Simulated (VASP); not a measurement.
Al16CN16 (a cell with a defect):

```
Al N C
1.0
     6.25951    0.00000    0.00000
    -3.12976    5.42090    0.00000
     0.00000    0.00000   10.03481
Al N C
16 16 1
Cartesian
  1.6881 0.9182 2.5167
  0.0665 1.7802 5.1546
  1.6541 0.8747 7.5489
  0.1267 1.8366 9.9676
  0.1067 3.6303 2.4985
  -1.5354 4.5006 4.9935
  0.0543 3.6312 7.5527
  -1.4787 4.5275 10.0598
  4.8778 0.9285 2.2446
  2.9872 1.7766 5.0839
  4.7749 0.8992 7.5392
  3.2129 1.8240 10.0141
  3.2136 3.6115 2.4865
  1.5334 4.3263 5.0962
  3.2217 3.6149 7.5277
  1.6570 4.5085 10.0017
  1.4653 0.8948 4.4237
  0.2036 1.8621 1.7783
  1.6634 0.8978 9.4126
  0.1046 1.8119 7.0190
  -0.0374 3.4710 4.4202
  -1.4643 4.5173 1.9222
  0.0664 3.6543 9.4151
  -1.4841 4.5058 6.8988
  3.8021 0.3607 4.1998
  3.2555 1.8287 1.8526
  4.7777 0.9182 9.4301
  3.2210 1.7930 6.9321
  3.1189 3.5636 4.4210
  1.6851 4.4927 1.8360
  3.2188 3.6310 9.4038
  1.6432 4.5005 6.9432
  -1.2521 0.9051 4.1600
```

Program: VASP 6.6.1. Alike in all runs: task single point; potentials or basis VASP PAW PBE potentials, release 64 (Al, N, C); no spin polarisation; cell as given; k mesh 1 × 1 × 1, shifted.

Question: Order these runs on this cell by their band gap on the k mesh, lowest first.
A. level r2SCAN; cutoff (eV) 580; smearing fermi-dirac 0.01 eV
B. level PBE; cutoff (eV) 520; smearing gaussian 0.01 eV
C. level HSE06; cutoff (eV) 520; smearing fermi-dirac 0.01 eV; grid for exact exchange (PRECFOCK) Fast; share of exact exchange 0.25; screening parameter 0.2079 1/Å

Answer: B (1.10 eV), A (1.36 eV), C (2.56 eV).

A k mesh can miss the band edges.
